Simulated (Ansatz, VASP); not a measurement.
## Rb4O: VASP beside Ansatz

```
Rb O
1.0
    -5.79076    5.79076    2.53764
     5.79076   -5.79076    2.53764
     5.79076    5.79076   -2.53764
Rb O
4 1
Direct
  0.50000 0.27654 0.77654
  0.50000 0.72346 0.22346
  0.27654 0.50000 0.77654
  0.72346 0.50000 0.22346
  0.50000 0.50000 0.00000
```

Alike in both runs: functional PBE; k mesh 8 × 8 × 8; occupations gaussian, width 0.1 eV; no spin polarisation.

Ansatz relaxed the structure, and its values are those at the end. VASP's run is a single point on that final structure, the one shown.

|  | VASP | Ansatz |
| --- | --- | --- |
| version | VASP 6.6.1 | Ansatz 0.2.0 |
| potentials or method | VASP PAW PBE potentials, release 64 (Rb_sv, O), cutoff 520 eV | scalar-relativistic, plane waves, PAW |
| valence electrons in the cell | 42 | 42 |

```tsv
	VASP	Ansatz	Ansatz less VASP
gap on the k mesh at the Fermi level (eV)	none	none	-
pressure (GPa)	0.0	0.0	-0.02
rms of the force components (eV/Å)	0.018	0.005	-0.0132
```

A gap of «none» marks a metal or a gap that the smearing closes.
